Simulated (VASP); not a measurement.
# TiO2 (I4_1/amd) in VASP: further runs

Runs on TiO2. Level: PBE+D3(BJ). Tasks: single point, relaxation of cell and atoms.

All numbers are computed with VASP 6.6.1; they aren't measurements. Logs are shortened: lines on timing, memory, paths and dates and some standing lists are left out, and cuts for length are marked.

## Step 1: The cell of the first run

The structure is tetragonal, space group I4_1/amd (No. 141). Conventional cell: a = 3.787 Å, b = 3.787 Å, c = 9.574 Å, α = 90.00°, β = 90.00°, γ = 90.00°. Within 2.6 Å of Ti (site symmetry -4m2) lie 6 O at 1.94 to 1.99 Å. O (site symmetry 2mm) has 3 Ti at 1.94 to 1.99 Å and 2 O at 2.47 Å within 2.6 Å.

## Step 2: Single point, PBE+D3(BJ)

File INCAR:

```
PREC = Accurate ; ENCUT = 520
EDIFF = 1E-7 ; ISMEAR = 0
SIGMA = 0.02 ; LREAL = False
LASPH = True ; NELM = 100
ALGO = Normal ; ISIF = 2
LWAVE = False ; LCHARG = False
GGA = PE ; IVDW = 12
NBANDS = 33
```

File KPOINTS:

```
regular mesh
0
Gamma
  10 10 10
```

File POSCAR:

```
TiO2
1.0
   -1.8935411528      1.8935411528      4.7869785442
    1.8935411528     -1.8935411528      4.7869785442
    1.8935411528      1.8935411528     -4.7869785442
Ti O
2 4
Direct
    0.0000000000      0.0000000000      0.0000000000
    0.7500000000      0.2500000000      0.5000000000
    0.2080679733      0.2080679733      0.0000000000
    0.9580679733      0.4580679733      0.5000000000
    0.5419320267      0.0419320267      0.5000000000
    0.7919320267      0.7919320267      0.0000000000
```

Potentials or basis: VASP PAW PBE potentials, release 64 (Ti_sv, O).

Started as:

```console
> cat potpaw_PBE.64/Ti_sv/POTCAR potpaw_PBE.64/O/POTCAR > POTCAR
> mpirun -np 1 vasp_std > vasp.out
```

OUTCAR:

```text
PREC = Accurate
   ENCUT = 520
   EDIFF = 1E-7
   ISMEAR = 0
   LREAL = False
   LASPH = True
   NELM = 100
   ISIF = 2
   GGA = PE
   IVDW = 12
 IVDW          = 12

 ion  position               nearest neighbor table
   1  0.000  0.000  0.000-   5 1.94   4 1.94   5 1.94   4 1.94   3 1.99   6 1.99
   2  0.750  0.250  0.500-   6 1.94   3 1.94   6 1.94   3 1.94   4 1.99   5 1.99
   3  0.208  0.208  0.000-   2 1.94   2 1.94   1 1.99
   4  0.958  0.458  0.500-   1 1.94   1 1.94   2 1.99
   5  0.542  0.042  0.500-   1 1.94   1 1.94   2 1.99
   6  0.792  0.792  0.000-   2 1.94   2 1.94   1 1.99

  LATTYP: Found a body centered tetragonal cell.
 ALAT       =     3.7870823056
 C/A-ratio  =     2.5280562491

  Lattice vectors:

 A1 = (  -1.8935411528,   1.8935411528,   4.7869785442)
 A2 = (   1.8935411528,  -1.8935411528,   4.7869785442)
 A3 = (   1.8935411528,   1.8935411528,  -4.7869785442)

Analysis of symmetry for initial positions (statically):
=====================================================================
 Subroutine PRICEL returns:
 Original cell was already a primitive cell.

 Routine SETGRP: Setting up the symmetry group for a
 body centered tetragonal supercell.

 Subroutine GETGRP returns: Found 16 space group operations
 (whereof  8 operations were pure point group operations)
 out of a pool of 16 trial point group operations.

The static configuration has the point symmetry D_2d.
 The point group associated with its full space group is D_4h.

Analysis of symmetry for dynamics (positions and initial velocities):
=====================================================================
 Subroutine PRICEL returns:
 Original cell was already a primitive cell.

 Routine SETGRP: Setting up the symmetry group for a
 body centered tetragonal supercell.

 Subroutine GETGRP returns: Found 16 space group operations
 (whereof  8 operations were pure point group operations)
 out of a pool of 16 trial point group operations.

The dynamic configuration has the point symmetry D_2d.
 The point group associated with its full space group is D_4h.

 Subroutine INISYM returns: Found 16 space group operations
 (whereof  8 operations are pure point group operations),
 and found     1 'primitive' translations

----------------------------------------------------------------------------------------

                                     Primitive cell

[... 101 lines left out ...]
   NSW    =      0    number of steps for IOM
   IBRION =     -1    ionic relax: 0-MD 1-quasi-New 2-CG
   NFREE  =      0    steps in history (QN), initial steepest desc. (CG)
   ISIF   =      2    stress and relaxation
   ISYM   =      2    0-nonsym 1-usesym 2-fastsym
   POTIM  = 0.5000    time-step for ionic-motion
   TEBEG  =    0.0;   TEEND  =   0.0 temperature during run
   PSTRESS=    0.0 pullay stress
   NELECT =      48.0000    total number of electrons
   NUPDOWN=      -1.0000    fix difference up-down
   EMIN   =  10.00;   EMAX   =-10.00  energy-range for DOS
   EFERMI =   0.00;   METHOD = LEGACY
   ISMEAR =     0;   SIGMA  =   0.02  broadening in eV -4-tet -1-fermi 0-gaus
   EFERMI_NEDOS =   21; number of points for ismear=-14 and -15
   IALGO  =     38    algorithm
   IMIX   =      4    mixing-type and parameters
     AMIX     =   0.40;   BMIX     =  1.00
     AMIX_MAG =   1.60;   BMIX_MAG =  1.00
  volume/ion in A,a.u.               =      11.44        77.22
  Fermi-wavevector in a.u.,A,eV,Ry     =   1.452998  2.745767 28.724651  2.111202
  Thomas-Fermi vector in A             =   2.570315
   LORBIT       =      0    0 simple, 1 ext, 2 COOP (PROOUT), +10 PAW based schemes
   GGA     = PE    functional components
   LHFCALC =     F    Hartree Fock is set to
   AEXX    =    0.0000 exact exchange contribution
   IVDW    =    12    specifies the selected vdW correction
   LEPSILON=     F    determine dielectric tensor
   LRPA    =     F    only Hartree local field effects (RPA)
 non-spin polarized calculation
 Gauss-broadening in eV      SIGMA  =   0.02
  energy-cutoff  :      520.00
  volume of cell :       68.65
 maximum number of plane-waves:      1864
 NGX is ok and might be reduce to    42
   NGX = 21   NGY = 21   NGZ = 21

 number of electron      47.9999991 magnetization

 Free energy of the ion-electron system (eV)
  ---------------------------------------------------
  ext. energy  EPLUGINS =         0.00000000
  ---------------------------------------------------
  free energy    TOTEN  =       -53.84399973 eV

  energy without entropy =      -53.84399973  energy(sigma->0) =      -53.84399973

 E-fermi :   3.4876     XC(G=0): -10.6977

 val. band max:        3.3320171609   @ k =  -0.4000   0.4000   0.0000
 cond. band min:       5.4318247760   @ k =   0.0000   0.0000   0.0000
 fundamental gap:      2.0998076151
 Fermi energy:         3.4876407443

 k-point     1 :       0.0000    0.0000    0.0000
  band No.  band energies     occupation
      1     -53.0897      2.00000
      2     -53.0324      2.00000
      3     -29.5421      2.00000
      4     -29.3105      2.00000
      5     -29.3105      2.00000
      6     -29.2423      2.00000
[... 853 lines left out ...]
     32       9.7602      0.00000
     33      10.6515      0.00000

 [... further k-points ...]

------------------------ aborting loop because EDIFF is reached ----------------------------------------

 Edisp (eV)   -1.34432

 E8    (eV) :    -0.5341

  FORCE on cell =-STRESS in cart. coord.  units (eV):
  Direction    XX          YY          ZZ          XY          YZ          ZX
  --------------------------------------------------------------------------------------
  -------------------------------------------------------------------------------------
  Total       0.29049     0.29049     0.30724     0.00000     0.00000     0.00000
  in kB       6.77905     6.77905     7.16988     0.00000     0.00000     0.00000
  external pressure =        6.91 kB  Pullay stress =        0.00 kB

 VOLUME and BASIS-vectors are now :
 -----------------------------------------------------------------------------
  energy-cutoff  :      520.00
  volume of cell :       68.65
      direct lattice vectors                 reciprocal lattice vectors
    -1.893541153  1.893541153  4.786978544     0.000000000  0.264055523  0.104450019
     1.893541153 -1.893541153  4.786978544     0.264055523  0.000000000  0.104450019
     1.893541153  1.893541153 -4.786978544     0.264055523  0.264055523  0.000000000

 POSITION                                       TOTAL-FORCE (eV/Angst)
 -----------------------------------------------------------------------------------
      0.00000      0.00000      0.00000        -0.000000     -0.000000      0.000000
      0.00000      1.89354      2.39349        -0.000000     -0.000000     -0.000000
      0.00000      0.00000      1.99203         0.000000      0.000000      0.020204
      0.00000      1.89354      4.38552        -0.000000     -0.000000      0.020204
      0.00000      1.89354      0.40146        -0.000000     -0.000000     -0.020204
      0.00000      0.00000      7.58192         0.000000      0.000000     -0.020204
 -----------------------------------------------------------------------------------
    total drift:                               -0.000000      0.000000     -0.000000

  FREE ENERGIE OF THE ION-ELECTRON SYSTEM (eV)
  ---------------------------------------------------
  free  energy   TOTEN  =       -55.1883209070 eV

  energy  without entropy=      -55.1883209070  energy(sigma->0) =      -55.18832091
```

Run time: 5.2 min. Hardware: 1 thread of Intel Xeon Platinum 8488C (Sapphire Rapids), shared host; peak memory 0.38 GiB.

Results:

| Item | Value |
| --- | --- |
| Free energy | -55.1883 eV |
| Pressure | 0.7 GPa |
| Largest force | 0.020 eV/Å |
| Band gap on the k mesh | 2.10 eV, indirect (least direct gap 2.43 eV) |
| Dispersion energy per atom | -0.224 eV |

Forces in eV/Å, atoms in the order of the input:
```
Ti   0.000  0.000  0.000
Ti   0.000  0.000  0.000
O    0.000  0.000  0.020
O    0.000  0.000  0.020
O    0.000  0.000 -0.020
O    0.000  0.000 -0.020
```

## Step 3: Relaxation of cell and atoms, PBE+D3(BJ)

This run uses another cell than the first one, of 11.66 Å³/atom, 1.019 times its volume.

File INCAR:

```
SYSTEM = TiO2
ALGO = Normal ; EDIFF = 1E-6
EDIFFG = -0.01 ; ENCUT = 600
GGA = PE ; IBRION = 2
ISIF = 3 ; ISMEAR = 0
IVDW = 12 ; LASPH = .TRUE.
LCHARG = .FALSE. ; LREAL = .FALSE.
LWAVE = .FALSE. ; NELM = 100
NSW = 80 ; PREC = Accurate
SIGMA = 0.02
```

File KPOINTS:

```
k-points
0
G
  10 10 10
  0 0 0
```

File POSCAR:

```
TiO2
1.0
   -1.8996070000      1.8996070000      4.8485110000
    1.8996070000     -1.8996070000      4.8485110000
    1.8996070000      1.8996070000     -4.8485110000
Ti O
2 4
Direct
    0.0000000000      0.0000000000      0.0000000000
    0.7500000000      0.2500000000      0.5000000000
    0.2064950000      0.2064950000      0.0000000000
    0.9564950000      0.4564950000      0.5000000000
    0.5435050000      0.0435050000      0.5000000000
    0.7935050000      0.7935050000      0.0000000000
```

Potentials or basis: VASP PAW PBE potentials, release 64 (Ti_sv, O).

Started as:

```console
> cat potpaw_PBE.64/Ti_sv/POTCAR potpaw_PBE.64/O/POTCAR > POTCAR
> mpirun -np 1 vasp_std > vasp.out
```

OUTCAR:

```text
SYSTEM = TiO2
   EDIFF = 1E-6
   EDIFFG = -0.01
   ENCUT = 600
   GGA = PE
   IBRION = 2
   ISIF = 3
   ISMEAR = 0
   IVDW = 12
   LASPH = .TRUE.
   LREAL = .FALSE.
   NELM = 100
   NSW = 80
   PREC = Accurate
 IVDW          = 12

 ion  position               nearest neighbor table
   1  0.000  0.000  0.000-   5 1.95   4 1.95   5 1.95   4 1.95   3 2.00   6 2.00
   2  0.750  0.250  0.500-   6 1.95   3 1.95   6 1.95   3 1.95   4 2.00   5 2.00
   3  0.206  0.206  0.000-   2 1.95   2 1.95   1 2.00
   4  0.956  0.456  0.500-   1 1.95   1 1.95   2 2.00
   5  0.544  0.044  0.500-   1 1.95   1 1.95   2 2.00
   6  0.794  0.794  0.000-   2 1.95   2 1.95   1 2.00

  LATTYP: Found a body centered tetragonal cell.
 ALAT       =     3.7992140000
 C/A-ratio  =     2.5523758335

  Lattice vectors:

 A1 = (  -1.8996070000,   1.8996070000,   4.8485110000)
 A2 = (   1.8996070000,  -1.8996070000,   4.8485110000)
 A3 = (   1.8996070000,   1.8996070000,  -4.8485110000)

Analysis of symmetry for initial positions (statically):
=====================================================================
 Subroutine PRICEL returns:
 Original cell was already a primitive cell.

 Routine SETGRP: Setting up the symmetry group for a
 body centered tetragonal supercell.

 Subroutine GETGRP returns: Found 16 space group operations
 (whereof  8 operations were pure point group operations)
 out of a pool of 16 trial point group operations.

The static configuration has the point symmetry D_2d.
 The point group associated with its full space group is D_4h.

Analysis of symmetry for dynamics (positions and initial velocities):
=====================================================================
 Subroutine PRICEL returns:
 Original cell was already a primitive cell.

 Routine SETGRP: Setting up the symmetry group for a
 body centered tetragonal supercell.

 Subroutine GETGRP returns: Found 16 space group operations
 (whereof  8 operations were pure point group operations)
 out of a pool of 16 trial point group operations.

The dynamic configuration has the point symmetry D_2d.
 The point group associated with its full space group is D_4h.

 Subroutine INISYM returns: Found 16 space group operations
 (whereof  8 operations are pure point group operations),
 and found     1 'primitive' translations

[... 123 lines left out ...]
  volume/ion in A,a.u.               =      11.66        78.71
  Fermi-wavevector in a.u.,A,eV,Ry     =   1.443743  2.728279 28.359907  2.084394
  Thomas-Fermi vector in A             =   2.562116
   LORBIT       =      0    0 simple, 1 ext, 2 COOP (PROOUT), +10 PAW based schemes
   GGA     = PE    functional components
   LHFCALC =     F    Hartree Fock is set to
   AEXX    =    0.0000 exact exchange contribution
   IVDW    =    12    specifies the selected vdW correction
   LEPSILON=     F    determine dielectric tensor
   LRPA    =     F    only Hartree local field effects (RPA)
 conjugate gradient relaxation of ions
 non-spin polarized calculation
 Gauss-broadening in eV      SIGMA  =   0.02
  energy-cutoff  :      600.00
  volume of cell :       69.98
 maximum number of plane-waves:      2363
 NGX is ok and might be reduce to    48
   NGX = 23   NGY = 23   NGZ = 23

--------------------------------------- Ionic step        1  -------------------------------------------

 number of electron      47.9999998 magnetization

 Free energy of the ion-electron system (eV)
  ---------------------------------------------------
  ext. energy  EPLUGINS =         0.00000000
  ---------------------------------------------------
  free energy    TOTEN  =       -53.87331218 eV

  energy without entropy =      -53.87331218  energy(sigma->0) =      -53.87331218

------------------------ aborting loop because EDIFF is reached ----------------------------------------

 Edisp (eV)   -1.31633

 E8    (eV) :    -0.5225
[... 117 lines left out ...]
  FREE ENERGIE OF THE ION-ELECTRON SYSTEM (eV)
  ---------------------------------------------------
  free  energy   TOTEN  =       -55.1983828006 eV

  energy  without entropy=      -55.1983828006  energy(sigma->0) =      -55.19838280

[... ionic steps 4 to 7 ...]

--------------------------------------- Ionic step        8  -------------------------------------------

 number of electron      47.9999998 magnetization

------------------------ aborting loop because EDIFF is reached ----------------------------------------
[... 83 lines left out ...]
--------------------------------------- Ionic step       10  -------------------------------------------

 number of electron      47.9999998 magnetization

 Free energy of the ion-electron system (eV)
  ---------------------------------------------------
  ext. energy  EPLUGINS =         0.00000000
  ---------------------------------------------------
  free energy    TOTEN  =       -53.85924184 eV

  energy without entropy =      -53.85924184  energy(sigma->0) =      -53.85924184

 E-fermi :   3.4606     XC(G=0): -10.6883

 val. band max:        3.3145254742   @ k =  -0.4000   0.4000   0.0000
 cond. band min:       5.4078495938   @ k =   0.0000   0.0000   0.0000
 fundamental gap:      2.0933241197
 Fermi energy:         3.4605683002

 k-point     1 :       0.0000    0.0000    0.0000
  band No.  band energies     occupation
      1     -53.1165      2.00000
      2     -53.0596      2.00000
      3     -29.5662      2.00000
      4     -29.3363      2.00000
      5     -29.3363      2.00000
      6     -29.2685      2.00000
[... 733 lines left out ...]
     27       6.8192      0.00000
     28       6.9538      0.00000

 [... further k-points ...]

------------------------ aborting loop because EDIFF is reached ----------------------------------------

 Edisp (eV)   -1.34165

 E8    (eV) :    -0.5330
[... 29 lines left out ...]
  FREE ENERGIE OF THE ION-ELECTRON SYSTEM (eV)
  ---------------------------------------------------
  free  energy   TOTEN  =       -55.2008960274 eV

  energy  without entropy=      -55.2008960274  energy(sigma->0) =      -55.20089603

 reached required accuracy - stopping structural energy minimisation
```

OSZICAR:

```text
N       E                     dE             d eps       ncg     rms          rms(c)
DAV:   1     0.721893937509E+03    0.72189E+03   -0.27225E+04  5712   0.219E+03
DAV:   2     0.647707515044E+02   -0.65712E+03   -0.63664E+03  6072   0.606E+02
DAV:   3    -0.651498307078E+02   -0.12992E+03   -0.12611E+03  8944   0.226E+02
[... 90 lines left out ...]
DAV:   3    -0.538592242053E+02    0.16759E-03   -0.12168E-03  6144   0.244E-01    0.271E-02
DAV:   4    -0.538592292100E+02   -0.50046E-05   -0.20872E-04  7728   0.736E-02    0.223E-02
DAV:   5    -0.538592334981E+02   -0.42882E-05   -0.10229E-05  7344   0.317E-02    0.133E-02
DAV:   6    -0.538592415364E+02   -0.80383E-05   -0.22045E-05  9044   0.216E-02    0.671E-03
DAV:   7    -0.538592418449E+02   -0.30847E-06   -0.10593E-06  3504   0.862E-03
  10 F= -.55200896E+02 E0= -.55200896E+02  d E =-.205714E-04
```

CONTCAR:

```text
TiO2
   1.00000000000000
    -1.8951327545322441    1.8951327545322441    4.7877041970901209
     1.8951327545322441   -1.8951327545322441    4.7877041970901209
     1.8951327545322441    1.8951327545322441   -4.7877041970901209
  Ti              O
     2     4
Direct
     0.0000000000000000    0.0000000000000000    0.0000000000000000
     0.7500000000000000    0.2500000000000000    0.5000000000000000
     0.2081575075508234    0.2081575075508234    0.0000000000000000
     0.9581575075508234    0.4581575075508234    0.5000000000000000
     0.5418424924491766    0.0418424924491766    0.5000000000000000
     0.7918424924491766    0.7918424924491766    0.0000000000000000

  0.00000000E+00  0.00000000E+00  0.00000000E+00
  0.00000000E+00  0.00000000E+00  0.00000000E+00
  0.00000000E+00  0.00000000E+00  0.00000000E+00
  0.00000000E+00  0.00000000E+00  0.00000000E+00
  0.00000000E+00  0.00000000E+00  0.00000000E+00
  0.00000000E+00  0.00000000E+00  0.00000000E+00
```

Run time: 26 min. Hardware: 1 thread of Intel Xeon Platinum 8488C (Sapphire Rapids), shared host; peak memory 0.49 GiB.

What came out:

* Free energy: -55.2009 eV
* Relaxed volume: 11.46 Å³/atom
* Relaxed cell: a = 5.487 Å, b = 5.487 Å, c = 5.487 Å, α = 139.59°, β = 139.59°, γ = 58.48°
* Space group after relaxing (to 0.05 Å): I4_1/amd (No. 141)
* Energy gained by relaxing: 1.9 meV/atom
* Ionic steps: 10
* Pressure after relaxing: 0.0 GPa
* Largest force after relaxing: 0.004 eV/Å
* Band gap on the k mesh: 2.09 eV, indirect (least direct gap 2.43 eV)
* Dispersion energy per atom: -0.224 eV

Forces on the atoms (eV/Å):
```
Ti   0.000  0.000  0.000
Ti   0.000  0.000  0.000
O    0.000  0.000  0.004
O    0.000  0.000  0.004
O    0.000  0.000 -0.004
O    0.000  0.000 -0.004
```

Step by step:
```tsv
step	energy change (eV)	largest force (eV/Å)	pressure (GPa)	volume (Å³)
1	0.0000	0.0247	-2.76	69.98
2	0.0017	0.1591	3.32	67.97
3	-0.0087	0.0885	0.04	69.01
4	-0.0096	0.0279	0.01	68.95
5	-0.0096	0.0085	0.01	68.93
6	-0.0103	0.0070	-0.04	68.91
7	-0.0112	0.0026	-0.14	68.84
8	-0.0112	0.0026	-0.14	68.83
9	-0.0111	0.0087	0.31	68.67
10	-0.0112	0.0045	0.02	68.78
```

Final structure:
```
Ti O
1.0
    -1.89513    1.89513    4.78770
     1.89513   -1.89513    4.78770
     1.89513    1.89513   -4.78770
Ti O
2 4
Direct
  0.00000 0.00000 0.00000
  0.75000 0.25000 0.50000
  0.20816 0.20816 0.00000
  0.95816 0.45816 0.50000
  0.54184 0.04184 0.50000
  0.79184 0.79184 0.00000
```
